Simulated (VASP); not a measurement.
# Sc2Ta3O (P-4m2) in VASP: a series of runs

Sc2Ta3O is run at these levels: PBE; tasks: single point, relaxation of cell and atoms.

All numbers are computed with VASP 6.6.1; they aren't measurements. Logs are shortened: lines on timing, memory, paths and dates and some standing lists are left out, and cuts for length are marked.

**1. The cell of the first run**

It takes space group P-4m2 (No. 115, tetragonal). Conventional cell: a = 3.385 Å, b = 3.385 Å, c = 7.519 Å, α = 90.00°, β = 90.00°, γ = 90.00°. Sc (site symmetry 2mm) has 7 Ta at 2.57 to 2.68 Å and 2 O at 2.59 Å and 4 Sc at 3.38 Å within 3.4 Å. Ta (site symmetry 2mm) has 5 Sc at 2.57 to 2.68 Å and 10 Ta at 2.97 to 3.38 Å and 2 O at 3.34 Å within 3.4 Å. Ta (site symmetry -4m2) has 4 O at 2.39 Å and 4 Sc at 2.59 Å within 3.2 Å. Within 3.2 Å of O (site symmetry -4m2) lie 4 Ta at 2.39 Å and 4 Sc at 2.59 Å.

The cell was built from a structure type or drawn by symmetry, and may not be a known phase.

**2. Single point, PBE**

INCAR

```
  ALGO = Normal
  EDIFF = 1E-7
  ENCUT = 520
  GGA = PE
  ISIF = 2
  ISMEAR = 0
  LASPH = True
  LCHARG = False
  LREAL = False
  LWAVE = False
  NBANDS = 40
  NELM = 100
  PREC = Accurate
  SIGMA = 0.1
```

KPOINTS

```
k-points
0
Gamma
  6 6 2
```

POSCAR

```
Sc2Ta3O
1.0
    3.3845731000      0.0000000000      0.0000000000
    0.0000000000      3.3845731000      0.0000000000
    0.0000000000      0.0000000000      7.5185236900
Sc Ta O
2 3 1
Direct
    0.5000000000      0.0000000000      0.7398749000
    0.0000000000      0.5000000000      0.2601251000
    0.5000000000      0.0000000000      0.3835413500
    0.0000000000      0.5000000000      0.6164586500
    0.0000000000      0.0000000000      0.0000000000
    0.5000000000      0.5000000000      0.0000000000
```

Potentials or basis: VASP PAW PBE potentials, release 64 (Sc_sv, Ta_pv, O).

On the command line:

```bash
> cat potpaw_PBE.64/Sc_sv/POTCAR potpaw_PBE.64/Ta_pv/POTCAR potpaw_PBE.64/O/POTCAR > POTCAR
> mpirun -np 1 vasp_std > vasp.out
```

OUTCAR:

```text
EDIFF = 1E-7
   ENCUT = 520
   GGA = PE
   ISIF = 2
   ISMEAR = 0
   LASPH = True
   LREAL = False
   NELM = 100
   PREC = Accurate

 ion  position               nearest neighbor table
   1  0.500  0.000  0.740-   4 2.57   4 2.57   4 2.57   4 2.57   6 2.59   6 2.59   5 2.59   5 2.59
                             3 2.68
   2  0.000  0.500  0.260-   3 2.57   3 2.57   3 2.57   3 2.57   5 2.59   6 2.59   6 2.59   5 2.59
                             4 2.68
   3  0.500  0.000  0.384-   2 2.57   2 2.57   2 2.57   2 2.57   1 2.68   4 2.97   4 2.97   4 2.97
                             4 2.97   5 3.34   5 3.34
   4  0.000  0.500  0.616-   1 2.57   1 2.57   1 2.57   1 2.57   2 2.68   3 2.97   3 2.97   3 2.97
                             3 2.97   5 3.34   5 3.34
   5  0.000  0.000  0.000-   6 2.39   6 2.39   6 2.39   6 2.39   2 2.59   1 2.59   1 2.59   2 2.59
                             4 3.34   3 3.34   4 3.34   3 3.34
   6  0.500  0.500  0.000-   5 2.39   5 2.39   5 2.39   5 2.39   2 2.59   2 2.59   1 2.59   1 2.59

  LATTYP: Found a simple tetragonal cell.
 ALAT       =     3.3845731000
 C/A-ratio  =     2.2214097518

  Lattice vectors:

 A1 = (   3.3845731000,   0.0000000000,   0.0000000000)
 A2 = (   0.0000000000,   3.3845731000,   0.0000000000)
 A3 = (   0.0000000000,   0.0000000000,   7.5185236900)

Analysis of symmetry for initial positions (statically):
=====================================================================
 Subroutine PRICEL returns:
 Original cell was already a primitive cell.

 Routine SETGRP: Setting up the symmetry group for a
 simple tetragonal supercell.

 Subroutine GETGRP returns: Found  8 space group operations
 (whereof  8 operations were pure point group operations)
 out of a pool of 16 trial point group operations.

The static configuration has the point symmetry D_2d.

Analysis of symmetry for dynamics (positions and initial velocities):
=====================================================================
 Subroutine PRICEL returns:
 Original cell was already a primitive cell.

 Routine SETGRP: Setting up the symmetry group for a
 simple tetragonal supercell.

 Subroutine GETGRP returns: Found  8 space group operations
 (whereof  8 operations were pure point group operations)
 out of a pool of 16 trial point group operations.

The dynamic configuration has the point symmetry D_2d.

 Subroutine INISYM returns: Found  8 space group operations
 (whereof  8 operations are pure point group operations),
 and found     1 'primitive' translations

----------------------------------------------------------------------------------------

                                     Primitive cell

  volume of cell :      86.1272

  direct lattice vectors                    reciprocal lattice vectors
     3.384573100  0.000000000  0.000000000     0.295458237  0.000000000  0.000000000
     0.000000000  3.384573100  0.000000000     0.000000000  0.295458237  0.000000000
     0.000000000  0.000000000  7.518523690     0.000000000  0.000000000  0.133004835

  length of vectors
     3.384573100  3.384573100  7.518523690     0.295458237  0.295458237  0.133004835

  position of ions in fractional coordinates (direct lattice)
     0.500000000  0.000000000  0.739874900
     0.000000000  0.500000000  0.260125100
     0.500000000  0.000000000  0.383541350
     0.000000000  0.500000000  0.616458650
     0.000000000  0.000000000  0.000000000
     0.500000000  0.500000000  0.000000000

  ion indices of the primitive-cell ions
   primitive index   ion index
                 1           1
                 2           2
                 3           3
                 4           4
                 5           5
                 6           6

----------------------------------------------------------------------------------------

 KPOINTS: k-points

Automatic generation of k-mesh.
 Grid dimensions read from file:
 generate k-points for:    6    6    2

 Generating k-lattice:

  Cartesian coordinates                     Fractional coordinates (reciprocal lattice)
     0.049243039  0.000000000  0.000000000     0.166666667  0.000000000  0.000000000
     0.000000000  0.049243039  0.000000000     0.000000000  0.166666667  0.000000000
     0.000000000  0.000000000  0.066502417     0.000000000  0.000000000  0.500000000

  Length of vectors
     0.049243039  0.049243039  0.066502417

  Shift w.r.t. Gamma in fractional coordinates (k-lattice)
     0.000000000  0.000000000  0.000000000

 Subroutine IBZKPT returns following result:
 ===========================================

 Found     20 irreducible k-points:

 Following reciprocal coordinates:
            Coordinates               Weight
  0.000000  0.000000  0.000000      1.000000
  0.166667  0.000000  0.000000      4.000000
  0.333333  0.000000  0.000000      4.000000
  0.500000  0.000000  0.000000      2.000000
  0.166667  0.166667  0.000000      4.000000
  0.333333  0.166667  0.000000      8.000000
[... 12 lines left out ...]
  0.500000  0.333333  0.500000      4.000000
  0.500000  0.500000  0.500000      1.000000
   k-points           NKPTS =     20   k-points in BZ     NKDIM =     20   number of bands    NBANDS=     40
   number of dos      NEDOS =    301   number of ions     NIONS =      6
   total plane-waves  NPLWV =  43904
   dimension x,y,z NGX =    28 NGY =   28 NGZ =   56
   dimension x,y,z NGXF=    56 NGYF=   56 NGZF=  112
   ions per type =               2   3   1
   NGX,Y,Z   is equivalent  to a cutoff of  13.75, 13.75, 12.38 a.u.
   NGXF,Y,Z  is equivalent  to a cutoff of  27.51, 27.51, 24.76 a.u.
 SYSTEM =  unknown system
   PREC   = accura    normal or accurate (medium, high low for compatibility)
   ISTART =      0    job   : 0-new  1-cont  2-samecut
   ICHARG =      2    charge: 1-file 2-atom 10-const
   ISPIN  =      1    spin polarized calculation?
   LNONCOLLINEAR =      F non collinear calculations
   LSORBIT =      F    spin-orbit coupling
   LASPH  =      T    aspherical Exc in radial PAW
   ENCUT  =  520.0 eV  38.22 Ry    6.18 a.u.   6.29  6.29 13.98*2*pi/ulx,y,z
   NELM   =    100;   NELMIN=  2; NELMDL= -5     # of ELM steps
   EDIFF  = 0.1E-06   stopping-criterion for ELM
   LREAL  =      F    real-space projection
   EDIFFG = 0.1E-05   stopping-criterion for IOM
   NSW    =      0    number of steps for IOM
   IBRION =     -1    ionic relax: 0-MD 1-quasi-New 2-CG
   NFREE  =      0    steps in history (QN), initial steepest desc. (CG)
   ISIF   =      2    stress and relaxation
   ISYM   =      2    0-nonsym 1-usesym 2-fastsym
   POTIM  = 0.5000    time-step for ionic-motion
   TEBEG  =    0.0;   TEEND  =   0.0 temperature during run
   PSTRESS=    0.0 pullay stress
   NELECT =      61.0000    total number of electrons
   NUPDOWN=      -1.0000    fix difference up-down
   EMIN   =  10.00;   EMAX   =-10.00  energy-range for DOS
   EFERMI =   0.00;   METHOD = LEGACY
   ISMEAR =     0;   SIGMA  =   0.10  broadening in eV -4-tet -1-fermi 0-gaus
   EFERMI_NEDOS =   21; number of points for ismear=-14 and -15
   IALGO  =     38    algorithm
   IMIX   =      4    mixing-type and parameters
     AMIX     =   0.40;   BMIX     =  1.00
     AMIX_MAG =   1.60;   BMIX_MAG =  1.00
  volume/ion in A,a.u.               =      14.35        96.87
  Fermi-wavevector in a.u.,A,eV,Ry     =   1.459278  2.757635 28.973495  2.129492
  Thomas-Fermi vector in A             =   2.575864
   LORBIT       =      0    0 simple, 1 ext, 2 COOP (PROOUT), +10 PAW based schemes
   GGA     = PE    functional components
   LHFCALC =     F    Hartree Fock is set to
   AEXX    =    0.0000 exact exchange contribution
   IVDW    =     0    specifies the selected vdW correction
   LEPSILON=     F    determine dielectric tensor
   LRPA    =     F    only Hartree local field effects (RPA)
 non-spin polarized calculation
 Gauss-broadening in eV      SIGMA  =   0.10
  energy-cutoff  :      520.00
  volume of cell :       86.13
 maximum number of plane-waves:      2336
 NGX is ok and might be reduce to    28
   NGX = 13   NGY = 13   NGZ = 27

 number of electron      61.0000002 magnetization

 Free energy of the ion-electron system (eV)
  ---------------------------------------------------
  ext. energy  EPLUGINS =         0.00000000
  ---------------------------------------------------
  free energy    TOTEN  =       -48.30499516 eV

  energy without entropy =      -48.27189288  energy(sigma->0) =      -48.28844402

 E-fermi :   6.9628     XC(G=0): -12.6505

 val. band max:        6.9609753871   @ k =   0.1667   0.0000   0.0000
 cond. band min:       6.9813373829   @ k =   0.1667   0.1667   0.0000
 fundamental gap:      0.0203619957
 Fermi energy:         6.9627950303

 k-point     1 :       0.0000    0.0000    0.0000
  band No.  band energies     occupation
      1     -41.0139      2.00000
      2     -41.0009      2.00000
      3     -28.3046      2.00000
      4     -28.3046      2.00000
      5     -27.9774      2.00000
      6     -27.1000      2.00000
[... 32 lines left out ...]
     39       9.3097      0.00000
     40       9.9247      0.00000

 k-point     2 :       0.1667    0.0000    0.0000
  band No.  band energies     occupation
      1     -41.0112      2.00000
      2     -40.9999      2.00000
      3     -28.3550      2.00000
      4     -28.2990      2.00000
      5     -27.9775      2.00000
      6     -27.1255      2.00000
[... 32 lines left out ...]
     39       9.8496      0.00000
     40      10.2442      0.00000

 k-point     3 :       0.3333    0.0000    0.0000
  band No.  band energies     occupation
      1     -41.0050      2.00000
      2     -40.9984      2.00000
      3     -28.4546      2.00000
      4     -28.2878      2.00000
      5     -27.9776      2.00000
      6     -27.1689      2.00000
[... 32 lines left out ...]
     39      10.6162      0.00000
     40      10.7762      0.00000

 k-point     4 :       0.5000    0.0000    0.0000
  band No.  band energies     occupation
      1     -40.9999      2.00000
      2     -40.9997      2.00000
      3     -28.5037      2.00000
      4     -28.2822      2.00000
      5     -27.9775      2.00000
      6     -27.1805      2.00000
[... 32 lines left out ...]
     39      10.6672      0.00000
     40      11.1699      0.00000
[... 600 lines left out ...]
     39      10.8317      0.00000
     40      11.0410      0.00000

 k-point    19 :       0.5000    0.3333    0.5000
  band No.  band energies     occupation
      1     -40.9811      2.00000
      2     -40.9810      2.00000
      3     -28.4684      2.00000
      4     -28.4144      2.00000
      5     -27.9828      2.00000
      6     -27.2170      2.00000
[... 32 lines left out ...]
     39      10.4565      0.00000
     40      10.8010      0.00000

 k-point    20 :       0.5000    0.5000    0.5000
  band No.  band energies     occupation
      1     -40.9748      2.00000
      2     -40.9748      2.00000
      3     -28.4573      2.00000
      4     -28.4573      2.00000
      5     -27.9864      2.00000
      6     -27.2637      2.00000
[... 32 lines left out ...]
     39      10.4219      0.00000
     40      10.7150      0.00000

------------------------ aborting loop because EDIFF is reached ----------------------------------------

  FORCE on cell =-STRESS in cart. coord.  units (eV):
  Direction    XX          YY          ZZ          XY          YZ          ZX
  --------------------------------------------------------------------------------------
  -------------------------------------------------------------------------------------
  Total       14.2679997     14.2679997     19.6274181      0.0000000      0.0000000      0.0000000
  in kB      265.4197917    265.4197917    365.1181195      0.0000000      0.0000000      0.0000000
  external PRESSURE =     298.6525677 kB  Pullay stress =       0.0000000 kB

 VOLUME and BASIS-vectors are now :
 -----------------------------------------------------------------------------
  energy-cutoff  :      520.00
  volume of cell :       86.13
      direct lattice vectors                 reciprocal lattice vectors
     3.384573100  0.000000000  0.000000000     0.295458237  0.000000000  0.000000000
     0.000000000  3.384573100  0.000000000     0.000000000  0.295458237  0.000000000
     0.000000000  0.000000000  7.518523690     0.000000000  0.000000000  0.133004835

 POSITION                                       TOTAL-FORCE (eV/Angst)
 -----------------------------------------------------------------------------------
      1.69229      0.00000      5.56277         0.000000     -0.000000      2.008361
      0.00000      1.69229      1.95576         0.000000     -0.000000     -2.008361
      1.69229      0.00000      2.88366        -0.000000     -0.000000      2.190371
      0.00000      1.69229      4.63486         0.000000     -0.000000     -2.190371
      0.00000      0.00000      0.00000         0.000000     -0.000000     -0.000000
      1.69229      1.69229      0.00000         0.000000      0.000000     -0.000000
 -----------------------------------------------------------------------------------
    total drift:                                0.000000      0.000000      0.000000

  FREE ENERGIE OF THE ION-ELECTRON SYSTEM (eV)
  ---------------------------------------------------
  free  energy   TOTEN  =       -48.3049951597 eV

  energy  without entropy=      -48.2718928768  energy(sigma->0) =      -48.28844402
```

It took 57 s on 1 thread of Intel Xeon Platinum 8488C (Sapphire Rapids), shared host; peak memory 0.23 GiB.

Results:

| Item | Value |
| --- | --- |
| Free energy | -48.3050 eV |
| Pressure | 29.9 GPa |
| Largest force | 2.190 eV/Å |
| Band gap on the k mesh | zero (an odd number of electrons rules out a gap without spin polarisation) |

Forces on the atoms (eV/Å):
```
Sc   0.000  0.000  2.008
Sc   0.000  0.000 -2.008
Ta   0.000  0.000  2.190
Ta   0.000  0.000 -2.190
Ta   0.000  0.000  0.000
O    0.000  0.000  0.000
```

Stress tensor (GPa, compression positive):
```
26.54  0.00  0.00
 0.00 26.54  0.00
 0.00  0.00 36.51
```

Caveat: the k points lie up to 0.42 Å⁻¹ apart, too coarse for converged energies and pressures of a metal; spin-orbit coupling is left out, which moves the levels of the heavy elements; an odd number of electrons without spin polarisation forces a metal; a magnetic or distorted state may lie lower.

[end of part 1 of 2]
